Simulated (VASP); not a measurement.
Set up this calculation in VASP 6.6.1, as the native input.

```
Task                   : relaxation of cell and atoms
Functional             : PBE
Potentials or basis    : VASP PAW PBE potentials, release 64 (Hf_pv)
Cutoff                 : 600 eV
k mesh                 : 18 × 18 × 10
Occupations            : fermi-dirac, width 0.08 eV
Spin                   : no spin polarisation
Target pressure        : 430 GPa
Dipole correction      : no
Further INCAR settings : ALGO = Normal; EDIFF = 1e-07; IBRION = 2; EDIFFG = -0.005; NSW = 32; ISIF = 3
```

The structure of Hf lies in POSCAR:

```
Hf
1.0
    2.3265176625      0.0000000000      0.0000000000
   -1.1632588313      2.0148233981      0.0000000000
    0.0000000000      0.0000000000      4.0202950937
Hf
2
Direct
    0.3333333333      0.6666666667      0.2500000000
    0.6666666667      0.3333333333      0.7500000000
```

The input as run:

INCAR

```
  ALGO = Normal
  EDIFF = 1E-7
  EDIFFG = -0.005
  ENCUT = 600
  GGA = PE
  IBRION = 2
  ISIF = 3
  ISMEAR = -1
  LASPH = True
  LCHARG = False
  LREAL = False
  LWAVE = False
  NELM = 60
  NSW = 32
  PREC = Accurate
  PSTRESS = 4300.0
  SIGMA = 0.08
```

KPOINTS

```
k-points
0
Gamma
  18 18 10
```

Potentials or basis: VASP PAW PBE potentials, release 64 (Hf_pv).

Run with:

```bash
$ cat potpaw_PBE.64/Hf_pv/POTCAR > POTCAR
$ mpirun -np 1 vasp_std > vasp.out
```

It gave:

| Quantity | Value |
| --- | --- |
| Relaxed volume | 9.36 Å³/atom |
| Relaxed cell | a = 2.323 Å, b = 2.323 Å, c = 4.005 Å, α = 90.00°, β = 90.00°, γ = 120.00° |
| Space group after relaxing (to 0.05 Å) | P6_3/mmc (No. 194) |
| Energy change on relaxing (the enthalpy is what falls) | +175.0 meV/atom |
| Ionic steps | 9 |
| Pressure after relaxing | 430.0 GPa |
| Band gap on the k mesh | zero (band 10 reaches 13.92 eV, above the bottom of band 11 at 11.56 eV) |

Caveat: the cell is relaxed towards a set pressure, so the enthalpy falls and the energy may rise; spin-orbit coupling is left out, which moves the levels of the heavy elements.

It took 2.1 min on 1 thread of Intel(R) Xeon(R) 6975P-C (Granite Rapids), with other jobs on the host, peak memory 0.2 GiB.
